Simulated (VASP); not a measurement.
# W5C (P-3m1) in VASP: further runs, part 2 of 2

VASP 6.6.1. The steps go on from the part before.

### Step 3. Single point, PBE

This run uses another cell than the first one, of 14.63 Å³/atom.

Contents of INCAR:

```
ALGO     = Normal         # electronic algorithm
EDIFF    = 1E-7           # SCF threshold, eV
ENCUT    = 520            # plane-wave cutoff, eV
GGA      = PE             # functional
ISIF     = 2              # what is computed and relaxed
ISMEAR   = 0              # smearing method
LASPH    = True           # aspherical terms in the spheres
LCHARG   = False          # write CHGCAR
LREAL    = False          # projectors in reciprocal space
LWAVE    = False          # write WAVECAR
NBANDS   = 46             # bands
NELM     = 100            # most SCF steps
PREC     = Accurate       # precision mode
SIGMA    = 0.1            # smearing width, eV
```

Contents of KPOINTS:

```
k-points
0
Gamma
  12 12 4
```

Contents of POSCAR:

```
W5C
1.0
    3.0133980491      0.0000000000      0.0000000000
   -1.5066990246      2.6096792622      0.0000000000
    0.0000000000      0.0000000000     11.1647139033
W C
5 1
Direct
    0.3333333333      0.6666666667      0.1101744753
    0.6666666667      0.3333333333      0.8898255247
    0.0000000000      0.0000000000      0.5000000000
    0.3333333333      0.6666666667      0.6891447345
    0.6666666667      0.3333333333      0.3108552655
    0.0000000000      0.0000000000      0.0000000000
```

Potentials or basis: VASP PAW PBE potentials, release 64 (W_sv, C).

On the command line:

```sh
cat potpaw_PBE.64/W_sv/POTCAR potpaw_PBE.64/C/POTCAR > POTCAR
mpirun -np 1 vasp_std > vasp.out
```

OUTCAR:

```text
EDIFF = 1E-7
   ENCUT = 520
   GGA = PE
   ISIF = 2
   ISMEAR = 0
   LASPH = True
   LREAL = False
   NELM = 100
   PREC = Accurate

 ion  position               nearest neighbor table
   1  0.333  0.667  0.110-   6 2.13   6 2.13   6 2.13   5 2.84   5 2.84   5 2.84   2 3.01   2 3.01
                             2 3.01
   2  0.667  0.333  0.890-   6 2.13   6 2.13   6 2.13   4 2.84   4 2.84   4 2.84   1 3.01   1 3.01
                             1 3.01
   3  0.000  0.000  0.500-   4 2.74   5 2.74   4 2.74   5 2.74   5 2.74   4 2.74
   4  0.333  0.667  0.689-   3 2.74   3 2.74   3 2.74   2 2.84   2 2.84   2 2.84
   5  0.667  0.333  0.311-   3 2.74   3 2.74   3 2.74   1 2.84   1 2.84   1 2.84
   6  0.000  0.000  0.000-   1 2.13   2 2.13   1 2.13   2 2.13   2 2.13   1 2.13

  LATTYP: Found a hexagonal cell.
 ALAT       =     3.0133980491
 C/A-ratio  =     3.7050246006

  Lattice vectors:

 A1 = (   3.0133980491,   0.0000000000,   0.0000000000)
 A2 = (  -1.5066990246,   2.6096792622,   0.0000000000)
 A3 = (   0.0000000000,   0.0000000000,  11.1647139033)

Analysis of symmetry for initial positions (statically):
=====================================================================
 Subroutine PRICEL returns:
 Original cell was already a primitive cell.

 Routine SETGRP: Setting up the symmetry group for a
 hexagonal supercell.

 Subroutine GETGRP returns: Found 12 space group operations
 (whereof 12 operations were pure point group operations)
 out of a pool of 24 trial point group operations.

The static configuration has the point symmetry D_3d.

Analysis of symmetry for dynamics (positions and initial velocities):
=====================================================================
 Subroutine PRICEL returns:
 Original cell was already a primitive cell.

 Routine SETGRP: Setting up the symmetry group for a
[... 134 lines left out ...]
     AMIX_MAG =   1.60;   BMIX_MAG =  1.00
  volume/ion in A,a.u.               =      14.63        98.75
  Fermi-wavevector in a.u.,A,eV,Ry     =   1.546399  2.922271 32.536305  2.391351
  Thomas-Fermi vector in A             =   2.651641
   LORBIT       =      0    0 simple, 1 ext, 2 COOP (PROOUT), +10 PAW based schemes
   GGA     = PE    functional components
   LHFCALC =     F    Hartree Fock is set to
   AEXX    =    0.0000 exact exchange contribution
   IVDW    =     0    specifies the selected vdW correction
   LEPSILON=     F    determine dielectric tensor
   LRPA    =     F    only Hartree local field effects (RPA)
 non-spin polarized calculation
 Gauss-broadening in eV      SIGMA  =   0.10
  energy-cutoff  :      520.00
  volume of cell :       87.80
 maximum number of plane-waves:      2406
 NGX is ok and might be reduce to    24
   NGX = 11   NGY = 11   NGZ = 41

 number of electron      73.9999990 magnetization

 Free energy of the ion-electron system (eV)
  ---------------------------------------------------
  ext. energy  EPLUGINS =         0.00000000
  ---------------------------------------------------
  free energy    TOTEN  =       -72.50673201 eV

  energy without entropy =      -72.48672544  energy(sigma->0) =      -72.49672873

 E-fermi :  10.9064     XC(G=0): -13.4168

 val. band max:       10.9022023064   @ k =   0.1667   0.0000   0.0000
 cond. band min:      10.9103147190   @ k =   0.2500  -0.0000   0.5000
 fundamental gap:      0.0081124126
 Fermi energy:        10.9063734233

 k-point     1 :       0.0000    0.0000    0.0000
  band No.  band energies     occupation
      1     -63.7262      2.00000
      2     -63.6974      2.00000
      3     -63.0035      2.00000
      4     -62.9622      2.00000
      5     -62.8657      2.00000
      6     -28.2662      2.00000
[... 1165 lines left out ...]
     45      13.0536      0.00000
     46      13.2714      0.00000

 [... further k-points ...]

------------------------ aborting loop because EDIFF is reached ----------------------------------------

  FORCE on cell =-STRESS in cart. coord.  units (eV):
  Direction    XX          YY          ZZ          XY          YZ          ZX
  --------------------------------------------------------------------------------------
  -------------------------------------------------------------------------------------
  Total        0.3150191      0.3150191      0.3617386     -0.0000000     -0.0000000     -0.0000000
  in kB        5.7485220      5.7485220      6.6010671     -0.0000000     -0.0000000     -0.0000000
  external PRESSURE =       6.0327037 kB  Pullay stress =       0.0000000 kB

 VOLUME and BASIS-vectors are now :
 -----------------------------------------------------------------------------
  energy-cutoff  :      520.00
  volume of cell :       87.80
      direct lattice vectors                 reciprocal lattice vectors
     3.013398049  0.000000000  0.000000000     0.331851280  0.191594426  0.000000000
    -1.506699025  2.609679262  0.000000000     0.000000000  0.383188852  0.000000000
     0.000000000  0.000000000 11.164713903     0.000000000  0.000000000  0.089567902

 POSITION                                       TOTAL-FORCE (eV/Angst)
 -----------------------------------------------------------------------------------
     -0.00000      1.73979      1.23007         0.000000      0.000000      0.050795
      1.50670      0.86989      9.93465        -0.000000      0.000000     -0.050795
      0.00000      0.00000      5.58236        -0.000000      0.000000      0.000000
     -0.00000      1.73979      7.69410        -0.000000     -0.000000      0.011098
      1.50670      0.86989      3.47061         0.000000      0.000000     -0.011098
      0.00000      0.00000      0.00000        -0.000000      0.000000      0.000000
 -----------------------------------------------------------------------------------
    total drift:                                0.000000     -0.000000      0.000000

  FREE ENERGIE OF THE ION-ELECTRON SYSTEM (eV)
  ---------------------------------------------------
  free  energy   TOTEN  =       -72.5067320093 eV

  energy  without entropy=      -72.4867254410  energy(sigma->0) =      -72.49672873
```

OSZICAR:

```text
N       E                     dE             d eps       ncg     rms          rms(c)
DAV:   1     0.991782176774E+03    0.99178E+03   -0.43235E+04  6348   0.189E+03
DAV:   2    -0.121241890127E+02   -0.10039E+04   -0.98100E+03  6448   0.602E+02
DAV:   3    -0.756526551875E+02   -0.63528E+02   -0.60765E+02  7468   0.140E+02
DAV:   4    -0.781944953618E+02   -0.25418E+01   -0.24301E+01  7810   0.237E+01
DAV:   5    -0.782566051968E+02   -0.62110E-01   -0.61607E-01  7748   0.355E+00    0.500E+01
DAV:   6    -0.733678709539E+02    0.48887E+01   -0.24385E+01  8140   0.292E+01    0.184E+01
DAV:   7    -0.748217517037E+02   -0.14539E+01   -0.23157E+01  8264   0.225E+01    0.855E+00
DAV:   8    -0.724728258835E+02    0.23489E+01   -0.12621E+01  8490   0.154E+01    0.364E+00
DAV:   9    -0.725165713889E+02   -0.43746E-01   -0.88751E-01  7830   0.377E+00    0.147E+00
DAV:  10    -0.725125697207E+02    0.40017E-02   -0.81738E-02  7840   0.196E+00    0.781E-01
DAV:  11    -0.725082524526E+02    0.43173E-02   -0.40890E-02  7686   0.155E+00    0.449E-01
DAV:  12    -0.725072064961E+02    0.10460E-02   -0.11316E-02  8198   0.840E-01    0.232E-01
DAV:  13    -0.725067255446E+02    0.48095E-03   -0.24071E-03  7836   0.413E-01    0.692E-02
DAV:  14    -0.725067306105E+02   -0.50659E-05   -0.20868E-04  8362   0.877E-02    0.248E-02
DAV:  15    -0.725067341718E+02   -0.35613E-05   -0.30834E-05  7830   0.506E-02    0.133E-02
DAV:  16    -0.725067320919E+02    0.20799E-05   -0.47558E-06  7746   0.190E-02    0.235E-03
DAV:  17    -0.725067320093E+02    0.82639E-07   -0.32272E-07  6254   0.360E-03
   1 F= -.72506732E+02 E0= -.72496729E+02  d E =-.200066E-01
```

stdout:

```text
POSCAR found type information on POSCAR W C
 POSCAR found :  2 types and       6 ions
 scaLAPACK will be used
 LDA part: xc-table for (Slater+PW92), standard interpolation
 POSCAR, INCAR and KPOINTS ok, starting setup
 FFT: planning ... GRIDC
 FFT: planning ... GRID_SOFT
 FFT: planning ... GRID
 WAVECAR not read
 entering main loop
```

It took 4 min on 1 thread of Intel Xeon Platinum 8259CL at 2.50GHz (Skylake/Cascade Lake), shared host; peak memory 0.34 GiB.

What came out:

- Free energy: -72.5067 eV
- Pressure: 0.6 GPa
- Largest force: 0.051 eV/Å
- Band gap on the k mesh: zero (bands 37 and 38 overlap by 1.81 eV)

Forces in eV/Å, atoms in the order of the input:
```
W    0.000  0.000  0.051
W    0.000  0.000 -0.051
W    0.000  0.000  0.000
W    0.000  0.000  0.011
W    0.000  0.000 -0.011
C    0.000  0.000  0.000
```

Stress tensor (GPa, compression positive):
```
0.57 0.00 0.00
0.00 0.57 0.00
0.00 0.00 0.66
```

Caveat: spin-orbit coupling is left out, which moves the levels of the heavy elements.
